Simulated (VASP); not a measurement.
Wanted: the native input for a VASP 6.6.1 run.

```yaml
Task: single point
Functional: r2SCAN
Potentials_or_basis: VASP PAW PBE potentials, release 64 (Ag)
Cutoff: 520 eV
k_mesh: 20 × 20 × 20
Occupations: gaussian, width 0.15 eV
Spin: no spin polarisation
Dipole_correction: no
Further_INCAR_settings: ALGO = Normal; EDIFF = 1e-07; NBANDS = 12
```

Ag:

```
Ag
1.0
     0.00000    2.00224    2.04310
     2.04310    0.00000    2.04310
     2.04310    2.00224    0.00000
Ag
1
Direct
  0.00000 0.00000 0.00000
```

This cell differs from its parent crystal: strain -0.0200 x Voigt [0, 1, 0, 0, 0, 0].

These files were run (other wordings do the same):

POSCAR

```
Ag
1.0
    0.0000000000      2.0022380000      2.0431000000
    2.0431000000      0.0000000000      2.0431000000
    2.0431000000      2.0022380000      0.0000000000
Ag
1
Direct
    0.0000000000      0.0000000000      0.0000000000
```

INCAR.step1

```
ALGO     = Normal         # electronic algorithm
EDIFF    = 1E-4           # SCF threshold, eV
ENCUT    = 520            # plane-wave cutoff, eV
GGA      = PE             # functional
ISMEAR   = 0              # smearing method
LASPH    = T              # aspherical terms in the spheres
LCHARG   = F              # write CHGCAR
LREAL    = F              # projectors in reciprocal space
LWAVE    = T              # write WAVECAR
NBANDS   = 12             # bands
NELM     = 100            # most SCF steps
PREC     = Accurate       # precision mode
SIGMA    = 0.15           # smearing width, eV
```

INCAR.step2

```
ALGO     = Normal         # electronic algorithm
EDIFF    = 1E-7           # SCF threshold, eV
ENCUT    = 520            # plane-wave cutoff, eV
ISIF     = 2              # what is computed and relaxed
ISMEAR   = 0              # smearing method
ISTART   = 1            
LASPH    = T              # aspherical terms in the spheres
LCHARG   = F              # write CHGCAR
LMIXTAU  = T            
LREAL    = F              # projectors in reciprocal space
LWAVE    = F              # write WAVECAR
METAGGA  = R2SCAN         # meta-GGA
NBANDS   = 12             # bands
NELM     = 100            # most SCF steps
PREC     = Accurate       # precision mode
SIGMA    = 0.15           # smearing width, eV
```

KPOINTS

```
k-points
0
Gamma
  20 20 20
```

Potentials or basis: VASP PAW PBE potentials, release 64 (Ag).

The run is started by

```sh
$ cat potpaw_PBE.64/Ag/POTCAR > POTCAR
$ cp INCAR.step1 INCAR
$ mpirun -np 1 vasp_std > vasp.out
$ cp INCAR.step2 INCAR
$ mpirun -np 1 vasp_std > vasp.out
```

It gave:

- Pressure: 4.0 GPa

Caveat: the cell differs from its parent crystal (strain -0.0200 x Voigt [0, 1, 0, 0, 0, 0]); the PAW data sets were made with another functional, which shifts forces and pressure a little.

It took 3.8 min on 1 thread of Intel(R) Xeon(R) Platinum 8488C (Sapphire Rapids) (shared host), peak memory 0.25 GiB.
